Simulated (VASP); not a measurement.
Runs of VASP 6.6.1 on NaH. The structure is that of space group Pm-3m (No. 221), or close to it. The cells are those of the table. 

```csv
level,cell,k mesh,smearing,grid for exact exchange (PRECFOCK),screening parameter,gap on the mesh (eV),pressure (GPa)
HSE06,"a = 2.961 Å, angles 88.9°, 2 atoms",6 × 6 × 6,gaussian 0.01 eV,Normal,0.2079 1/Å,1.88,-0.4
r2SCAN,"a = 2.987, b = 2.987, c = 2.948 Å, 2 atoms",8 × 8 × 8,gaussian 0.01 eV,-,-,1.56,-1.3
PBE,"a = 2.987, b = 2.987, c = 2.948 Å, 2 atoms",8 × 8 × 8,fermi-dirac 0.02 eV,-,-,0.99,(b)
PBE,"a = 2.961 Å, angles 88.9°, 2 atoms",8 × 8 × 8,fermi-dirac 0.02 eV,-,-,1.04,(a)
HSE06,"a = 2.987, b = 2.987, c = 2.948 Å, 2 atoms",6 × 6 × 6,gaussian 0.01 eV,Normal,0.2079 1/Å,1.82,(c)
r2SCAN,"a = 2.961 Å, angles 88.9°, 2 atoms",8 × 8 × 8,gaussian 0.01 eV,-,-,1.61,-1.0
```

Alike in all rows: task single point; potentials or basis VASP PAW PBE potentials, release 64 (Na_pv, H); no spin polarisation; cutoff (eV) 520.

Question: Fill in the values left out.

Answer: (a) 0.1; (b) -0.3; (c) -0.7.

Caveats: the PAW data sets were made with another functional, which shifts forces and pressure a little (some runs).

A k mesh can miss the band edges.
